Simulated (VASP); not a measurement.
# MgO (Periclase) (Fm-3m) in VASP: notebook

MgO (Periclase) is run at these levels: PBE; tasks: relaxation of cell and atoms, single point.

Everything below comes from runs of VASP 6.6.1. Logs are shortened: lines on timing, memory, paths and dates and some standing lists are left out, and cuts for length are marked.

## 1. The cell of the first run

Symmetry: Fm-3m, No. 225, cubic system. Conventional cell: a = 4.085 Å, b = 4.085 Å, c = 4.085 Å, α = 90.00°, β = 90.00°, γ = 90.00°. Within 2.7 Å of Mg (site symmetry m-3m) lie 6 O at 2.04 Å. O (site symmetry m-3m) has 6 Mg at 2.04 Å within 2.7 Å.

## 2. Relaxation of cell and atoms, PBE, target pressure 23.2 GPa, at which the enthalpy is minimised

INCAR reads:

```
PREC = Accurate
ENCUT = 600
EDIFF = 1E-7
ISMEAR = 0
SIGMA = 0.1
LREAL = False
LASPH = True
NELM = 120
ALGO = Normal
ISIF = 3
LWAVE = False
LCHARG = False
GGA = PE
IBRION = 2
NSW = 80
EDIFFG = -0.05
PSTRESS = 232.0
GGA_COMPAT = False
NELMIN = 4
```

KPOINTS reads:

```
Automatic mesh
0
Gamma
  8 8 8
```

POSCAR reads:

```
MgO
1.0
    0.0000000000      2.0426447204      2.0426447204
    2.0426447204      0.0000000000      2.0426447204
    2.0426447204      2.0426447204      0.0000000000
Mg O
1 1
Direct
    0.0000000000      0.0000000000      0.0000000000
    0.5000000000      0.5000000000      0.5000000000
```

Potentials or basis: VASP PAW PBE potentials, release 64 (Mg, O).

Launch:

```bash
cat potpaw_PBE.64/Mg/POTCAR potpaw_PBE.64/O/POTCAR > POTCAR
mpirun -np 1 vasp_std > vasp.out
```

OUTCAR:

```text
PREC = Accurate
   ENCUT = 600
   EDIFF = 1E-7
   ISMEAR = 0
   LREAL = False
   LASPH = True
   NELM = 120
   ISIF = 3
   GGA = PE
   IBRION = 2
   NSW = 80
   EDIFFG = -0.05
   PSTRESS = 232.0
   NELMIN = 4

 ion  position               nearest neighbor table
   1  0.000  0.000  0.000-   2 2.04   2 2.04   2 2.04   2 2.04   2 2.04   2 2.04
   2  0.500  0.500  0.500-   1 2.04   1 2.04   1 2.04   1 2.04   1 2.04   1 2.04

  LATTYP: Found a face centered cubic cell.
 ALAT       =     4.0852894408

  Lattice vectors:

 A1 = (   0.0000000000,   2.0426447204,   2.0426447204)
 A2 = (   2.0426447204,   0.0000000000,   2.0426447204)
 A3 = (   2.0426447204,   2.0426447204,   0.0000000000)

Analysis of symmetry for initial positions (statically):
=====================================================================
 Subroutine PRICEL returns:
 Original cell was already a primitive cell.

 Routine SETGRP: Setting up the symmetry group for a
 face centered cubic supercell.

 Subroutine GETGRP returns: Found 48 space group operations
 (whereof 48 operations were pure point group operations)
 out of a pool of 48 trial point group operations.

The static configuration has the point symmetry O_h .

Analysis of symmetry for dynamics (positions and initial velocities):
=====================================================================
 Subroutine PRICEL returns:
 Original cell was already a primitive cell.

 Routine SETGRP: Setting up the symmetry group for a
 face centered cubic supercell.

 Subroutine GETGRP returns: Found 48 space group operations
 (whereof 48 operations were pure point group operations)
 out of a pool of 48 trial point group operations.

The dynamic configuration has the point symmetry O_h .

 Subroutine INISYM returns: Found 48 space group operations
 (whereof 48 operations are pure point group operations),
 and found     1 'primitive' translations

[... 150 lines left out ...]
  -------------------------------------------------------------------------------------
  Total        2.3659875      2.3659875      2.3659875     -0.0000000      0.0000000      0.0000000
  in kB      222.3896297    222.3896297    222.3896297     -0.0000000      0.0000000      0.0000000
  external PRESSURE =      -9.6103703 kB  Pullay stress =     232.0000000 kB

 VOLUME and BASIS-vectors are now :
 -----------------------------------------------------------------------------
  energy-cutoff  :      600.00
  volume of cell :       17.05
      direct lattice vectors                 reciprocal lattice vectors
     0.000000000  2.042644720  2.042644720    -0.244780698  0.244780698  0.244780698
     2.042644720  0.000000000  2.042644720     0.244780698 -0.244780698  0.244780698
     2.042644720  2.042644720  0.000000000     0.244780698  0.244780698 -0.244780698

 POSITION                                       TOTAL-FORCE (eV/Angst)
 -----------------------------------------------------------------------------------
      0.00000      0.00000      0.00000         0.000000      0.000000     -0.000000
      2.04264      2.04264      2.04264        -0.000000     -0.000000      0.000000
 -----------------------------------------------------------------------------------
    total drift:                               -0.000000     -0.000000      0.000000

  FREE ENERGIE OF THE ION-ELECTRON SYSTEM (eV)
  ---------------------------------------------------
  free  energy   TOTEN  =       -11.7789774590 eV

  energy  without entropy=      -11.7789774590  energy(sigma->0) =      -11.77897746

  enthalpy is  TOTEN    =        -9.3107458729 eV   P V=        2.4682315861

--------------------------------------- Ionic step        2  -------------------------------------------

 number of electron       7.9999997 magnetization

 Free energy of the ion-electron system (eV)
  ---------------------------------------------------
  ext. energy  EPLUGINS =         0.00000000
  ---------------------------------------------------
  free energy    TOTEN  =       -11.76080715 eV

  energy without entropy =      -11.76080715  energy(sigma->0) =      -11.76080715

 E-fermi :   4.5012     XC(G=0): -11.5575

 val. band max:        3.9705425088   @ k =   0.0000   0.0000   0.0000
 cond. band min:       9.7249023360   @ k =   0.0000   0.0000   0.0000
 fundamental gap:      5.7543598271
 Fermi energy:         4.5012098310

 k-point     1 :       0.0000    0.0000    0.0000
  band No.  band energies     occupation
      1     -13.8320      2.00000
      2       3.9705      2.00000
      3       3.9705      2.00000
      4       3.9705      2.00000
      5       9.7249      0.00000
      6      20.3303      0.00000
      7      20.3303      0.00000
      8      20.3303      0.00000
[... 243 lines left out ...]
 k-point    24 :      -0.3750    0.2500    0.1250
  band No.  band energies     occupation
      1     -12.1054      2.00000
      2      -0.4321      2.00000
      3       1.8054      2.00000
      4       2.8432      2.00000
      5      14.3636      0.00000
      6      17.1008      0.00000
      7      18.6052      0.00000
      8      22.1260      0.00000

 [... further k-points ...]
[... 5 lines left out ...]
  --------------------------------------------------------------------------------------
  -------------------------------------------------------------------------------------
  Total        2.5397251      2.5397251      2.5397251      0.0000000      0.0000000      0.0000000
  in kB      240.4949815    240.4949815    240.4949815      0.0000000      0.0000000      0.0000000
  external PRESSURE =       8.4949815 kB  Pullay stress =     232.0000000 kB

 VOLUME and BASIS-vectors are now :
 -----------------------------------------------------------------------------
  energy-cutoff  :      600.00
  volume of cell :       16.92
      direct lattice vectors                 reciprocal lattice vectors
    -0.000000000  2.037607023  2.037607023    -0.245385884  0.245385884  0.245385884
     2.037607023 -0.000000000  2.037607023     0.245385884 -0.245385884  0.245385884
     2.037607023  2.037607023 -0.000000000     0.245385884  0.245385884 -0.245385884

 POSITION                                       TOTAL-FORCE (eV/Angst)
 -----------------------------------------------------------------------------------
     -0.00000      2.03761      2.03761        -0.000000      0.000000     -0.000000
      2.03761      2.03761      2.03761         0.000000     -0.000000      0.000000
 -----------------------------------------------------------------------------------
    total drift:                               -0.000000     -0.000000      0.000000

  FREE ENERGIE OF THE ION-ELECTRON SYSTEM (eV)
  ---------------------------------------------------
  free  energy   TOTEN  =       -11.7608071525 eV

  energy  without entropy=      -11.7608071525  energy(sigma->0) =      -11.76080715

  enthalpy is  TOTEN    =        -9.3107924833 eV   P V=        2.4500146692

 reached required accuracy - stopping structural energy minimisation
```

CONTCAR:

```text
MgO
   1.00000000000000
    -0.0000000000000000    2.0376070230033441    2.0376070230033441
     2.0376070230033441   -0.0000000000000000    2.0376070230033441
     2.0376070230033441    2.0376070230033441   -0.0000000000000000
  Mg              O
     1     1
Direct
     1.0000000000000000    0.0000000000000000    0.0000000000000000
     0.5000000000000000    0.5000000000000000    0.5000000000000000

  0.00000000E+00  0.00000000E+00  0.00000000E+00
  0.00000000E+00  0.00000000E+00  0.00000000E+00
```

Wall time 4.6 s (1 thread of Intel Xeon 6975P-C (Granite Rapids), shared host); peak memory 0.14 GiB.

What came out:

| Property | Result |
| --- | --- |
| Free energy | -11.7608 eV |
| Relaxed volume | 8.46 Å³/atom |
| Relaxed cell | a = 2.882 Å, b = 2.882 Å, c = 2.882 Å, α = 60.00°, β = 60.00°, γ = 60.00° |
| Space group after relaxing (to 0.05 Å) | Fm-3m (No. 225) |
| Energy change on relaxing (the enthalpy is what falls) | +9.1 meV/atom |
| Ionic steps | 2 |
| Pressure after relaxing | 24.0 GPa |
| Band gap on the k mesh | 5.75 eV, direct |

The path:
| step | energy change (eV) | largest force (eV/Å) | pressure (GPa) | volume (Å³) |
| --- | --- | --- | --- | --- |
| 1 | 0.0000 | 0.0000 | 22.24 | 17.05 |
| 2 | 0.0182 | 0.0000 | 24.05 | 16.92 |

Final structure:
```
Mg O
1.0
     0.00000    2.03761    2.03761
     2.03761    0.00000    2.03761
     2.03761    2.03761    0.00000
Mg O
1 1
Direct
  0.00000 0.00000 0.00000
  0.50000 0.50000 0.50000
```

Levels at points of the mesh, in eV from the valence-band top:
```
           k point  band 2  band 3  band 4  band 5  band 6  band 7
(0.00, 0.00, 0.00)    0.00    0.00    0.00    5.75   16.36   16.36
(0.50, 0.00, 0.00)   -5.07   -0.77   -0.77    8.55   13.76   17.36
(0.50, 0.50, 0.00)   -4.50   -1.49   -1.49    9.22   11.10   14.19
```

Caveat: the cell is relaxed towards a set pressure, so the enthalpy falls and the energy may rise.

## 3. Relaxation of cell and atoms, PBE, target pressure 23.2 GPa, at which the enthalpy is minimised

INCAR reads:

```
  ALGO = Normal
  EDIFF = 1E-7
  EDIFFG = -0.002
  ENCUT = 600
  GGA = PE
  GGA_COMPAT = False
  IBRION = 2
  ISIF = 3
  ISMEAR = 0
  LASPH = True
  LCHARG = False
  LREAL = False
  LWAVE = False
  NELM = 120
  NELMIN = 4
  NSW = 80
  PREC = Accurate
  PSTRESS = 232.0
  SIGMA = 0.01
```

KPOINTS reads:

```
k-points
0
Gamma
  10 10 10
```

POSCAR is that of step 2.

Potentials or basis: VASP PAW PBE potentials, release 64 (Mg, O).

Launch:

```bash
cat potpaw_PBE.64/Mg/POTCAR potpaw_PBE.64/O/POTCAR > POTCAR
mpirun -np 1 vasp_std > vasp.out
```

Wall time 7.2 s (1 thread of Intel Xeon 6975P-C (Granite Rapids), shared host); peak memory 0.14 GiB.

Results (log left out):

| Quantity | Value |
| --- | --- |
| Free energy | -11.7694 eV |
| Relaxed volume | 8.49 Å³/atom |
| Relaxed cell | a = 2.885 Å, b = 2.885 Å, c = 2.885 Å, α = 60.00°, β = 60.00°, γ = 60.00° |
| Space group after relaxing (to 0.05 Å) | Fm-3m (No. 225) |
| Energy change on relaxing (the enthalpy is what falls) | +4.7 meV/atom |
| Ionic steps | 3 |
| Pressure after relaxing | 23.2 GPa |
| Band gap on the k mesh | 5.72 eV, direct |

Step by step:
```tsv
step	energy change (eV)	largest force (eV/Å)	pressure (GPa)	volume (Å³)
1	0.0000	0.0000	22.24	17.05
2	0.0181	0.0000	24.05	16.92
3	0.0095	0.0000	23.20	16.98
```

Final structure:
```cif
data_structure
_symmetry_space_group_name_H-M 'P 1'
_symmetry_Int_Tables_number 1
_cell_length_a 2.8850
_cell_length_b 2.8850
_cell_length_c 2.8850
_cell_angle_alpha 60.000
_cell_angle_beta 60.000
_cell_angle_gamma 60.000
_cell_volume 16.98
loop_
_atom_site_label
_atom_site_type_symbol
_atom_site_fract_x
_atom_site_fract_y
_atom_site_fract_z
_atom_site_occupancy
Mg1 Mg 0.00000 0.00000 0.00000 1
O1 O 0.50000 0.50000 0.50000 1
```

Levels at points of the mesh, in eV from the valence-band top:
```
           k point  band 1  band 2  band 3  band 4  band 5  band 6  band 7  band 8
(0.00, 0.00, 0.00)  -17.78    0.00    0.00    0.00    5.72   16.34   16.34   16.34
(0.50, 0.00, 0.00)  -16.24   -5.05   -0.77   -0.77    8.52   13.72   17.32   17.32
(0.50, 0.50, 0.00)  -15.95   -4.49   -1.49   -1.49    9.22   11.06   14.15   20.49
```

Caveat: the cell is relaxed towards a set pressure, so the enthalpy falls and the energy may rise.

## 4. Single point, PBE

This run uses another cell than the first one, of 8.54 Å³/atom, 1.003 times its volume.

INCAR reads:

```
PREC     = Accurate       # precision mode
ENCUT    = 600            # plane-wave cutoff, eV
EDIFF    = 1E-6           # SCF threshold, eV
ISMEAR   = 0              # smearing method
SIGMA    = 0.1            # smearing width, eV
LREAL    = F              # projectors in reciprocal space
LASPH    = T              # aspherical terms in the spheres
NELM     = 120            # most SCF steps
ALGO     = Normal         # electronic algorithm
ISIF     = 2              # what is computed and relaxed
LWAVE    = F              # write WAVECAR
LCHARG   = F              # write CHGCAR
GGA      = PE             # functional
NBANDS   = 11             # bands
GGA_COMPAT= F
```

KPOINTS reads:

```
regular mesh
0
Gamma
  8 8 8
```

POSCAR reads:

```
MgO
1.0
    0.0000000000      2.0443582818      2.0443582818
    2.0443582818      0.0000000000      2.0443582818
    2.0443582818      2.0443582818      0.0000000000
Mg O
1 1
Direct
    0.0000000000      0.0000000000      0.0000000000
    0.5000000000      0.5000000000      0.5000000000
```

Potentials or basis: VASP PAW PBE potentials, release 64 (Mg, O).

Launch:

```bash
cat potpaw_PBE.64/Mg/POTCAR potpaw_PBE.64/O/POTCAR > POTCAR
mpirun -np 1 vasp_std > vasp.out
```

OUTCAR:

```text
PREC = Accurate
   ENCUT = 600
   EDIFF = 1E-6
   ISMEAR = 0
   LREAL = F
   LASPH = T
   NELM = 120
   ISIF = 2
   GGA = PE

 ion  position               nearest neighbor table
   1  0.000  0.000  0.000-   2 2.04   2 2.04   2 2.04   2 2.04   2 2.04   2 2.04
   2  0.500  0.500  0.500-   1 2.04   1 2.04   1 2.04   1 2.04   1 2.04   1 2.04

  LATTYP: Found a face centered cubic cell.
 ALAT       =     4.0887165636

  Lattice vectors:

 A1 = (   0.0000000000,   2.0443582818,   2.0443582818)
 A2 = (   2.0443582818,   0.0000000000,   2.0443582818)
 A3 = (   2.0443582818,   2.0443582818,   0.0000000000)

Analysis of symmetry for initial positions (statically):
=====================================================================
 Subroutine PRICEL returns:
 Original cell was already a primitive cell.

 Routine SETGRP: Setting up the symmetry group for a
 face centered cubic supercell.

 Subroutine GETGRP returns: Found 48 space group operations
 (whereof 48 operations were pure point group operations)
 out of a pool of 48 trial point group operations.

The static configuration has the point symmetry O_h .

Analysis of symmetry for dynamics (positions and initial velocities):
=====================================================================
 Subroutine PRICEL returns:
 Original cell was already a primitive cell.

 Routine SETGRP: Setting up the symmetry group for a
 face centered cubic supercell.

 Subroutine GETGRP returns: Found 48 space group operations
 (whereof 48 operations were pure point group operations)
 out of a pool of 48 trial point group operations.

The dynamic configuration has the point symmetry O_h .

 Subroutine INISYM returns: Found 48 space group operations
 (whereof 48 operations are pure point group operations),
 and found     1 'primitive' translations

----------------------------------------------------------------------------------------

                                     Primitive cell
[... 113 lines left out ...]
  Fermi-wavevector in a.u.,A,eV,Ry     =   1.271172  2.402168 21.985375  1.615879
  Thomas-Fermi vector in A             =   2.404120
   LORBIT       =      0    0 simple, 1 ext, 2 COOP (PROOUT), +10 PAW based schemes
   GGA     = PE    functional components
   LHFCALC =     F    Hartree Fock is set to
   AEXX    =    0.0000 exact exchange contribution
   IVDW    =     0    specifies the selected vdW correction
   LEPSILON=     F    determine dielectric tensor
   LRPA    =     F    only Hartree local field effects (RPA)
 non-spin polarized calculation
 Gauss-broadening in eV      SIGMA  =   0.10
  energy-cutoff  :      600.00
  volume of cell :       17.09
 maximum number of plane-waves:       588
   NGX = 11   NGY = 11   NGZ = 11

 number of electron       7.9999997 magnetization

 Free energy of the ion-electron system (eV)
  ---------------------------------------------------
  ext. energy  EPLUGINS =         0.00000000
  ---------------------------------------------------
  free energy    TOTEN  =       -11.78493721 eV

  energy without entropy =      -11.78493721  energy(sigma->0) =      -11.78493721

 E-fermi :   4.3870     XC(G=0): -11.5088

 val. band max:        3.8883810228   @ k =   0.0000   0.0000   0.0000
 cond. band min:       9.5337260531   @ k =   0.0000   0.0000   0.0000
 fundamental gap:      5.6453450303
 Fermi energy:         4.3869619653

 k-point     1 :       0.0000    0.0000    0.0000
  band No.  band energies     occupation
      1     -13.8574      2.00000
      2       3.8884      2.00000
      3       3.8884      2.00000
      4       3.8884      2.00000
      5       9.5337      0.00000
      6      20.1922      0.00000
      7      20.1922      0.00000
      8      20.1922      0.00000
      9      24.3500      0.00000
     10      26.2330      0.00000
     11      26.2330      0.00000
[... 309 lines left out ...]
 k-point    24 :      -0.3750    0.2500    0.1250
  band No.  band energies     occupation
      1     -12.1617      2.00000
      2      -0.4725      2.00000
      3       1.7473      2.00000
      4       2.7759      2.00000
      5      14.2075      0.00000
      6      16.9274      0.00000
      7      18.4009      0.00000
      8      21.9143      0.00000
      9      25.4984      0.00000
     10      27.1941      0.00000
     11      31.5305      0.00000

 [... further k-points ...]
[... 5 lines left out ...]
  --------------------------------------------------------------------------------------
  -------------------------------------------------------------------------------------
  Total        2.3047291      2.3047291      2.3047291      0.0000000     -0.0000000     -0.0000000
  in kB      216.0873993    216.0873993    216.0873993      0.0000000     -0.0000000     -0.0000000
  external PRESSURE =     216.0873993 kB  Pullay stress =       0.0000000 kB

 VOLUME and BASIS-vectors are now :
 -----------------------------------------------------------------------------
  energy-cutoff  :      600.00
  volume of cell :       17.09
      direct lattice vectors                 reciprocal lattice vectors
     0.000000000  2.044358282  2.044358282    -0.244575525  0.244575525  0.244575525
     2.044358282  0.000000000  2.044358282     0.244575525 -0.244575525  0.244575525
     2.044358282  2.044358282  0.000000000     0.244575525  0.244575525 -0.244575525

 POSITION                                       TOTAL-FORCE (eV/Angst)
 -----------------------------------------------------------------------------------
      0.00000      0.00000      0.00000        -0.000000     -0.000000      0.000000
      2.04436      2.04436      2.04436         0.000000      0.000000      0.000000
 -----------------------------------------------------------------------------------
    total drift:                               -0.000000     -0.000000      0.000000

  FREE ENERGIE OF THE ION-ELECTRON SYSTEM (eV)
  ---------------------------------------------------
  free  energy   TOTEN  =       -11.7849372140 eV

  energy  without entropy=      -11.7849372140  energy(sigma->0) =      -11.78493721
```

OSZICAR:

```text
N       E                     dE             d eps       ncg     rms          rms(c)
DAV:   1     0.176596751487E+02    0.17660E+02   -0.53526E+03   718   0.757E+02
DAV:   2    -0.127732244297E+02   -0.30433E+02   -0.29652E+02   744   0.147E+02
DAV:   3    -0.133730395826E+02   -0.59982E+00   -0.59924E+00   758   0.184E+01
DAV:   4    -0.133745769072E+02   -0.15373E-02   -0.15373E-02   695   0.102E+00
DAV:   5    -0.133745817904E+02   -0.48832E-05   -0.48832E-05   752   0.563E-02    0.733E+00
DAV:   6    -0.117998610644E+02    0.15747E+01   -0.81914E+00   662   0.164E+01    0.210E+00
DAV:   7    -0.117899938514E+02    0.98672E-02   -0.49344E-02   704   0.203E+00    0.133E+00
DAV:   8    -0.117851554872E+02    0.48384E-02   -0.21899E-02   668   0.171E+00    0.196E-01
DAV:   9    -0.117849154103E+02    0.24008E-03   -0.38625E-04   722   0.138E-01    0.112E-01
DAV:  10    -0.117849362553E+02   -0.20845E-04   -0.37200E-04   707   0.146E-01    0.104E-02
DAV:  11    -0.117849372140E+02   -0.95872E-06   -0.26724E-06   743   0.139E-02
   1 F= -.11784937E+02 E0= -.11784937E+02  d E =-.529002E-14
```

It took 4.3 s on 1 thread of Intel Xeon Platinum 8488C (Sapphire Rapids), shared host; peak memory 0.14 GiB.

What came out:

```yaml
Free_energy: -11.7849 eV
Pressure: 21.6 GPa
Band_gap_on_the_k_mesh: 5.65 eV, direct
```

As with any semilocal functional, this PBE gap is likely too small.

[end of part 1 of 2]
